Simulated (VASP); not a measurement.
# Rh (Fd-3m) in VASP: notebook

The runs below take Rh through single point, with PBEsol.

Program: VASP 6.6.1. These are calculated values, not measurements. Logs are shortened: lines on timing, memory, paths and dates and some standing lists are left out, and cuts for length are marked.

**1. The cell of the first run**

It takes space group Fd-3m (No. 227, cubic). Conventional cell: a = 5.436 Å, b = 5.436 Å, c = 5.436 Å, α = 90.00°, β = 90.00°, γ = 90.00°. Rh (site symmetry -43m) has 4 Rh at 2.35 Å within 3.1 Å.

This isn't the form of Rh at room conditions, which is fcc.

**2. Single point, PBEsol (20.08 Å³/atom)**

INCAR

```
ALGO = Normal
EDIFF = 1E-6
ENCUT = 520
GGA = PS
ISIF = 2
ISMEAR = -1
LASPH = True
LCHARG = True
LELF = True
LREAL = False
LVHAR = True
LWAVE = False
NBANDS = 22
NELM = 100
PREC = Accurate
SIGMA = 0.1
```

KPOINTS

```
k-points
0
Gamma
  11 11 11
```

POSCAR

```
Rh
1.0
    0.0000000000      2.7182005744      2.7182005744
    2.7182005744      0.0000000000      2.7182005744
    2.7182005744      2.7182005744      0.0000000000
Rh
2
Direct
    0.1250000000      0.1250000000      0.1250000000
    0.8750000000      0.8750000000      0.8750000000
```

Potentials or basis: VASP PAW PBE potentials, release 64 (Rh_pv).

Launch:

```console
$ cat potpaw_PBE.64/Rh_pv/POTCAR > POTCAR
$ mpirun -np 1 vasp_std > vasp.out
```

OUTCAR:

```text
EDIFF = 1E-6
   ENCUT = 520
   GGA = PS
   ISIF = 2
   ISMEAR = -1
   LASPH = True
   LREAL = False
   NELM = 100
   PREC = Accurate

 ion  position               nearest neighbor table
   1  0.125  0.125  0.125-   2 2.35   2 2.35   2 2.35   2 2.35
   2  0.875  0.875  0.875-   1 2.35   1 2.35   1 2.35   1 2.35

  LATTYP: Found a face centered cubic cell.
 ALAT       =     5.4364011488

  Lattice vectors:

 A1 = (   0.0000000000,   2.7182005744,   2.7182005744)
 A2 = (   2.7182005744,   0.0000000000,   2.7182005744)
 A3 = (   2.7182005744,   2.7182005744,   0.0000000000)

Analysis of symmetry for initial positions (statically):
=====================================================================
 Subroutine PRICEL returns:
 Original cell was already a primitive cell.

 Routine SETGRP: Setting up the symmetry group for a
 face centered cubic supercell.

 Subroutine GETGRP returns: Found 48 space group operations
 (whereof 12 operations were pure point group operations)
 out of a pool of 48 trial point group operations.

The static configuration has the point symmetry D_3d.
 The point group associated with its full space group is O_h .

Analysis of symmetry for dynamics (positions and initial velocities):
=====================================================================
 Subroutine PRICEL returns:
 Original cell was already a primitive cell.

 Routine SETGRP: Setting up the symmetry group for a
 face centered cubic supercell.

 Subroutine GETGRP returns: Found 48 space group operations
 (whereof 12 operations were pure point group operations)
 out of a pool of 48 trial point group operations.

The dynamic configuration has the point symmetry D_3d.
 The point group associated with its full space group is O_h .

 Subroutine INISYM returns: Found 48 space group operations
 (whereof 12 operations are pure point group operations),
 and found     1 'primitive' translations

----------------------------------------------------------------------------------------

                                     Primitive cell

  volume of cell :      40.1675

  direct lattice vectors                    reciprocal lattice vectors
     0.000000000  2.718200574  2.718200574    -0.183945219  0.183945219  0.183945219
     2.718200574  0.000000000  2.718200574     0.183945219 -0.183945219  0.183945219
     2.718200574  2.718200574  0.000000000     0.183945219  0.183945219 -0.183945219

  length of vectors
     3.844116118  3.844116118  3.844116118     0.318602465  0.318602465  0.318602465

  position of ions in fractional coordinates (direct lattice)
     0.125000000  0.125000000  0.125000000
     0.875000000  0.875000000  0.875000000

  ion indices of the primitive-cell ions
   primitive index   ion index
                 1           1
                 2           2

----------------------------------------------------------------------------------------

 KPOINTS: k-points

Automatic generation of k-mesh.
 Grid dimensions read from file:
 generate k-points for:   11   11   11

 Generating k-lattice:

  Cartesian coordinates                     Fractional coordinates (reciprocal lattice)
    -0.016722293  0.016722293  0.016722293     0.090909091  0.000000000  0.000000000
     0.016722293 -0.016722293  0.016722293     0.000000000  0.090909091  0.000000000
     0.016722293  0.016722293 -0.016722293     0.000000000  0.000000000  0.090909091

  Length of vectors
     0.028963860  0.028963860  0.028963860

  Shift w.r.t. Gamma in fractional coordinates (k-lattice)
     0.000000000  0.000000000  0.000000000

 Subroutine IBZKPT returns following result:
 ===========================================

 Found     56 irreducible k-points:

 Following reciprocal coordinates:
            Coordinates               Weight
  0.000000  0.000000  0.000000      1.000000
  0.090909  0.000000  0.000000      8.000000
  0.181818  0.000000  0.000000      8.000000
  0.272727  0.000000  0.000000      8.000000
  0.363636  0.000000  0.000000      8.000000
  0.454545  0.000000  0.000000      8.000000
[... 16 lines left out ...]
 -0.272727  0.181818  0.000000     24.000000
 -0.181818  0.181818  0.000000     12.000000
 [... further k-points ...]
   k-points           NKPTS =     56   k-points in BZ     NKDIM =     56   number of bands    NBANDS=     22
   number of dos      NEDOS =    301   number of ions     NIONS =      2
   total plane-waves  NPLWV =  27000
   dimension x,y,z NGX =    30 NGY =   30 NGZ =   30
   dimension x,y,z NGXF=    60 NGYF=   60 NGZF=   60
   ions per type =               2
   NGX,Y,Z   is equivalent  to a cutoff of  12.97, 12.97, 12.97 a.u.
   NGXF,Y,Z  is equivalent  to a cutoff of  25.95, 25.95, 25.95 a.u.
 SYSTEM =  unknown system
   PREC   = accura    normal or accurate (medium, high low for compatibility)
   ISTART =      0    job   : 0-new  1-cont  2-samecut
   ICHARG =      2    charge: 1-file 2-atom 10-const
   ISPIN  =      1    spin polarized calculation?
   LNONCOLLINEAR =      F non collinear calculations
   LSORBIT =      F    spin-orbit coupling
   LASPH  =      T    aspherical Exc in radial PAW
   ENCUT  =  520.0 eV  38.22 Ry    6.18 a.u.   7.15  7.15  7.15*2*pi/ulx,y,z
   NELM   =    100;   NELMIN=  2; NELMDL= -5     # of ELM steps
   EDIFF  = 0.1E-05   stopping-criterion for ELM
   LREAL  =      F    real-space projection
   EDIFFG = 0.1E-04   stopping-criterion for IOM
   NSW    =      0    number of steps for IOM
   IBRION =     -1    ionic relax: 0-MD 1-quasi-New 2-CG
   NFREE  =      0    steps in history (QN), initial steepest desc. (CG)
   ISIF   =      2    stress and relaxation
   ISYM   =      2    0-nonsym 1-usesym 2-fastsym
   POTIM  = 0.5000    time-step for ionic-motion
   TEBEG  =    0.0;   TEEND  =   0.0 temperature during run
   PSTRESS=    0.0 pullay stress
   NELECT =      30.0000    total number of electrons
   NUPDOWN=      -1.0000    fix difference up-down
   EMIN   =  10.00;   EMAX   =-10.00  energy-range for DOS
   EFERMI =   0.00;   METHOD = LEGACY
   ISMEAR =    -1;   SIGMA  =   0.10  broadening in eV -4-tet -1-fermi 0-gaus
   EFERMI_NEDOS =   21; number of points for ismear=-14 and -15
   IALGO  =     38    algorithm
   IMIX   =      4    mixing-type and parameters
     AMIX     =   0.40;   BMIX     =  1.00
     AMIX_MAG =   1.60;   BMIX_MAG =  1.00
  volume/ion in A,a.u.               =      20.08       135.53
  Fermi-wavevector in a.u.,A,eV,Ry     =   1.485333  2.806872 30.017354  2.206213
  Thomas-Fermi vector in A             =   2.598758
   LORBIT       =      0    0 simple, 1 ext, 2 COOP (PROOUT), +10 PAW based schemes
   GGA     = PS    functional components
   LHFCALC =     F    Hartree Fock is set to
   AEXX    =    0.0000 exact exchange contribution
   IVDW    =     0    specifies the selected vdW correction
   LEPSILON=     F    determine dielectric tensor
   LRPA    =     F    only Hartree local field effects (RPA)
 non-spin polarized calculation
  energy-cutoff  :      520.00
  volume of cell :       40.17
 maximum number of plane-waves:      1092
 NGX is ok and might be reduce to    30
   NGX = 15   NGY = 15   NGZ = 15

 number of electron      29.9999993 magnetization

 Free energy of the ion-electron system (eV)
  ---------------------------------------------------
  ext. energy  EPLUGINS =         0.00000000
  ---------------------------------------------------
  free energy    TOTEN  =       -13.74975165 eV

  energy without entropy =      -13.65078925  energy(sigma->0) =      -13.70027045

 E-fermi :   6.7077     XC(G=0): -11.5571

 val. band max:        6.6961652126   @ k =   0.4545   0.2727   0.0000
 cond. band min:       6.7116842228   @ k =   0.2727   0.1818   0.0909
 fundamental gap:      0.0155190102
 Fermi energy:         6.7076523051

 k-point     1 :       0.0000    0.0000    0.0000
  band No.  band energies     occupation
      1     -40.5048      2.00000
      2     -40.5048      2.00000
      3     -40.5048      2.00000
      4     -39.8146      2.00000
      5     -39.8146      2.00000
      6     -39.8146      2.00000
[... 14 lines left out ...]
     21      19.5913      0.00000
     22      19.7687      0.00000

 k-point     2 :       0.0909    0.0000    0.0000
  band No.  band energies     occupation
      1     -40.5111      2.00000
      2     -40.5111      2.00000
      3     -40.5031      2.00000
      4     -39.8170      2.00000
      5     -39.8081      2.00000
      6     -39.8081      2.00000
[... 14 lines left out ...]
     21      19.0616      0.00000
     22      20.2767      0.00000

 k-point     3 :       0.1818    0.0000    0.0000
  band No.  band energies     occupation
      1     -40.5275      2.00000
      2     -40.5275      2.00000
      3     -40.4986      2.00000
      4     -39.8232      2.00000
      5     -39.7912      2.00000
      6     -39.7912      2.00000
[... 14 lines left out ...]
     21      18.2015      0.00000
     22      20.7821      0.00000

 k-point     4 :       0.2727    0.0000    0.0000
  band No.  band energies     occupation
      1     -40.5478      2.00000
      2     -40.5478      2.00000
      3     -40.4928      2.00000
      4     -39.8312      2.00000
      5     -39.7702      2.00000
      6     -39.7702      2.00000
[... 14 lines left out ...]
     21      17.5608      0.00000
     22      20.6583      0.00000

 k-point     5 :       0.3636    0.0000    0.0000
  band No.  band energies     occupation
      1     -40.5655      2.00000
      2     -40.5655      2.00000
      3     -40.4877      2.00000
      4     -39.8384      2.00000
      5     -39.7518      2.00000
      6     -39.7518      2.00000
[... 417 lines left out ...]
 k-point    22 :      -0.3636    0.1818    0.0000
  band No.  band energies     occupation
      1     -40.6335      2.00000
      2     -40.5858      2.00000
      3     -40.3929      2.00000
      4     -39.9322      2.00000
      5     -39.7307      2.00000
      6     -39.6861      2.00000
[... 14 lines left out ...]
     21      17.3797      0.00000
     22      21.6737      0.00000

 k-point    23 :      -0.2727    0.1818    0.0000
  band No.  band energies     occupation
      1     -40.6190      2.00000
      2     -40.5672      2.00000
      3     -40.4184      2.00000
      4     -39.9060      2.00000
      5     -39.7499      2.00000
      6     -39.7002      2.00000
[... 14 lines left out ...]
     21      17.5863      0.00000
     22      21.1917      0.00000

 k-point    24 :      -0.1818    0.1818    0.0000
  band No.  band energies     occupation
      1     -40.5920      2.00000
      2     -40.5470      2.00000
      3     -40.4499      2.00000
      4     -39.8736      2.00000
      5     -39.7709      2.00000
      6     -39.7268      2.00000
[... 14 lines left out ...]
     21      17.9308      0.00000
     22      20.6264      0.00000

 [... further k-points ...]

------------------------ aborting loop because EDIFF is reached ----------------------------------------

  FORCE on cell =-STRESS in cart. coord.  units (eV):
  Direction    XX          YY          ZZ          XY          YZ          ZX
  --------------------------------------------------------------------------------------
  -------------------------------------------------------------------------------------
  Total        0.0009584      0.0009584      0.0009584     -0.0000000      0.0000000      0.0000000
  in kB        0.0382291      0.0382291      0.0382291     -0.0000000      0.0000000      0.0000000
  external PRESSURE =       0.0382291 kB  Pullay stress =       0.0000000 kB

 VOLUME and BASIS-vectors are now :
 -----------------------------------------------------------------------------
  energy-cutoff  :      520.00
  volume of cell :       40.17
      direct lattice vectors                 reciprocal lattice vectors
     0.000000000  2.718200574  2.718200574    -0.183945219  0.183945219  0.183945219
     2.718200574  0.000000000  2.718200574     0.183945219 -0.183945219  0.183945219
     2.718200574  2.718200574  0.000000000     0.183945219  0.183945219 -0.183945219

 POSITION                                       TOTAL-FORCE (eV/Angst)
 -----------------------------------------------------------------------------------
      0.67955      0.67955      0.67955        -0.000000      0.000000      0.000000
      4.75685      4.75685      4.75685         0.000000     -0.000000     -0.000000
 -----------------------------------------------------------------------------------
    total drift:                               -0.000000      0.000000      0.000000

  FREE ENERGIE OF THE ION-ELECTRON SYSTEM (eV)
  ---------------------------------------------------
  free  energy   TOTEN  =       -13.7497516537 eV

  energy  without entropy=      -13.6507892508  energy(sigma->0) =      -13.70027045
```

It took 68 s on 1 thread of Intel Xeon 8259CL, shared host; peak memory 0.19 GiB.

What came out:

```
Free energy            : -13.7498 eV
Pressure               : 0.0 GPa
Band gap on the k mesh : zero (bands 15 and 16 overlap by 1.19 eV)
```

Caveat: the PAW data sets were made with another functional, which shifts forces and pressure a little.

**3. Single point, PBEsol (20.89 Å³/atom)**

This run uses another cell than the first one, of 20.89 Å³/atom.

INCAR

```
ALGO = Normal ; EDIFF = 1E-6
ENCUT = 520 ; GGA = PS
ISIF = 2 ; ISMEAR = -1
LASPH = T ; LCHARG = F
LREAL = F ; LWAVE = F
NBANDS = 22 ; NELM = 100
PREC = Accurate ; SIGMA = 0.1
```

KPOINTS is that of step 2.

POSCAR

```
Rh
1.0
    0.0000000000      2.7539704735      2.7539704735
    2.7539704735      0.0000000000      2.7539704735
    2.7539704735      2.7539704735      0.0000000000
Rh
2
Direct
    0.1250000000      0.1250000000      0.1250000000
    0.8750000000      0.8750000000      0.8750000000
```

Potentials or basis: VASP PAW PBE potentials, release 64 (Rh_pv).

Launch:

```console
$ cat potpaw_PBE.64/Rh_pv/POTCAR > POTCAR
$ mpirun -np 1 vasp_std > vasp.out
```

It took 65 s on 1 thread of Intel Xeon 8259CL, shared host; peak memory 0.19 GiB.

It converged, with:

```yaml
Free_energy: -13.7231 eV
Pressure: -5.3 GPa
Band_gap_on_the_k_mesh: zero (bands 15 and 16 overlap by 1.11 eV)
```

Levels at points of the mesh, in eV from the Fermi level:
| k point | band 13 | band 14 | band 15 | band 16 | band 17 | band 18 |
| --- | --- | --- | --- | --- | --- | --- |
| (0.00, 0.00, 0.00) | -1.43 | -1.43 | -1.43 | 0.39 | 0.39 | 12.45 |

Caveat: the cell stands under tension; the PAW data sets were made with another functional, which shifts forces and pressure a little.

The gap in the log of VASP goes by the Fermi energy; the results here count the filled bands.